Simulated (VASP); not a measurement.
Ag, 1 atom in the cell. It takes space group Fm-3m (No. 225, cubic). The conventional cell has a = 4.031 Å, b = 4.031 Å, c = 4.031 Å, α = 90.00°, β = 90.00°, γ = 90.00°. Ag (site symmetry m-3m) has 12 Ag at 2.85 Å within 3.8 Å.  This cell differs from its parent crystal: volume scaled by 0.96.

```yaml
Program: VASP 6.6.1
Task: single point
Functional: LDA
Potentials_or_basis: VASP PAW LDA potentials, release 64 (Ag)
Cutoff: 520 eV
k_mesh: 15 × 15 × 15
Occupations: fermi-dirac, width 0.05 eV
Spin: no spin polarisation
Dipole_correction: no
Further_INCAR_settings: ALGO = Normal; EDIFF = 1e-06; NBANDS = 12
```

Potentials or basis: VASP PAW LDA potentials, release 64 (Ag).

Launch:

```bash
$ cat potpaw_LDA.64/Ag/POTCAR > POTCAR
$ mpirun -np 1 vasp_std > vasp.out
```

Hardware: 1 thread of AMD EPYC 7R13 Processor (Zen 3), with other jobs on the host.

Problem. How long does it take, and how much memory?

Solution. Wall time 27 s on 1 thread of AMD EPYC 7R13 Processor (Zen 3) (shared host), peak memory 0.11 GiB. Counts: scf iterations 10, k points 120.
